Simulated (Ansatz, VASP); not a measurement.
**Al in VASP and in Ansatz**

```xyz
4
Lattice="2.6868 -1.7758 0.0000 2.6868 1.7758 0.0000 0.0000 0.0000 7.2438" Properties=species:S:1:pos:R:3 pbc="T T T"
Al    2.6868   -1.2430    0.8475
Al    2.6868   -0.5327    4.4694
Al    2.6868    1.2430    6.3963
Al    2.6868    0.5327    2.7744
```

Alike in both runs: task single point; functional PBE; k mesh 6 × 6 × 4; occupations gaussian, width 0.1 eV; no spin polarisation.

```csv
,VASP,Ansatz
version,VASP 6.6.1,Ansatz 0.2.0
potentials or method,"VASP PAW PBE potentials, release 64 (Al), cutoff 500 eV","scalar-relativistic, plane waves, PAW"
valence electrons in the cell,12,12
```

Ansatz gave:

```
gap on the k mesh at the Fermi level (eV)                     : none
pressure (GPa)                                                : 23.6
traceless stress, the component that is largest in VASP (GPa) : 36.40
rms of the force components (eV/Å)                            : 4.366
```

Q: Estimate VASP's values.

A: gap on the k mesh at the Fermi level (eV): none; pressure (GPa): 23.6; traceless stress, the component that is largest in VASP (GPa): 36.44; rms of the force components (eV/Å): 4.369.

Atom by atom the forces differ by 0.003 eV/Å (rms over components). A gap of «none» marks a metal or a gap that the smearing closes.
